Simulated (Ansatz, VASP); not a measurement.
BeCdS4: VASP beside Ansatz

```xyz
6
Lattice="3.1730 -3.3174 0.0000 3.1730 3.3174 0.0000 0.0000 0.0000 4.8326" Properties=species:S:1:pos:R:3 pbc="T T T"
Be    3.1730    0.0000    2.4163
Cd    0.0000    0.0000    0.0000
S     3.9409   -0.7962    3.2523
S     2.4052    0.7962    3.2523
S     2.4052   -0.7962    1.5803
S     3.9409    0.7962    1.5803
```

Change from the starting cell: species swapped into the RbBH4 type (C222, No. 21).

Alike in both runs: task relaxation of cell and atoms; functional PBE; k mesh 4 × 4 × 4; occupations gaussian, width 0.2 eV; no spin polarisation.

```csv
,VASP,Ansatz
version,VASP 6.6.1,Ansatz 0.2.0
potentials or method,"VASP PAW PBE potentials, release 64 (Be, Cd, S), cutoff 600 eV","scalar-relativistic, plane waves, PAW"
valence electrons in the cell,38,46
```

```tsv
	VASP	Ansatz	Ansatz less VASP
gap on the k mesh at the Fermi level, each at its own relaxed structure (eV)	1.01	0.76	-0.250
relaxed volume (Å³/atom)	23.04	22.83	-0.213
relaxed cell length with the largest relative difference (Å)	6.321	6.383	+0.0619
```

VASP's potentials hold 38 valence electrons a cell and Ansatz's 46, so a difference there can come from the potentials and not from the codes.

Noted on VASP's run: the volume moved by over 15 % at a fixed basis, so the end points are rough.
